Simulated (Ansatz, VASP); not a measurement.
Two plane-wave programs on TeAs2

```
Te As
1.0
    -3.44863    3.44863    2.88200
     3.44863   -3.44863    2.88200
     3.44863    3.44863   -2.88200
Te As
2 4
Direct
  0.75000 0.25000 0.50000
  0.00000 0.00000 0.00000
  0.37500 0.62500 0.25000
  0.37500 0.12500 0.75000
  0.37500 0.62500 0.75000
  0.87500 0.62500 0.25000
```

Alike in both runs: functional LDA; k mesh 8 × 8 × 8; occupations gaussian, width 0.1 eV; no spin polarisation.

Ansatz relaxed the structure, and its values are those at the end. VASP's run is a single point on that final structure, the one shown.

```csv
,VASP,Ansatz
version,VASP 6.6.1,Ansatz 0.2.0
potentials or method,"VASP PAW LDA potentials, release 64 (Te, As), cutoff 520 eV","scalar-relativistic, plane waves, PAW"
valence electrons in the cell,32,92
```

|  | VASP | Ansatz | Ansatz less VASP |
| --- | --- | --- | --- |
| gap on the k mesh at the Fermi level (eV) | none | none | - |
| pressure (GPa) | 0.2 | 0.0 | -0.21 |

LDA's correlation is that of Perdew and Zunger in VASP and of Perdew and Wang (1992) in Ansatz. A gap of «none» marks a metal or a gap that the smearing closes. VASP's potentials hold 32 valence electrons a cell and Ansatz's 92, so a difference there can come from the potentials and not from the codes.

Spin-orbit coupling is off throughout.
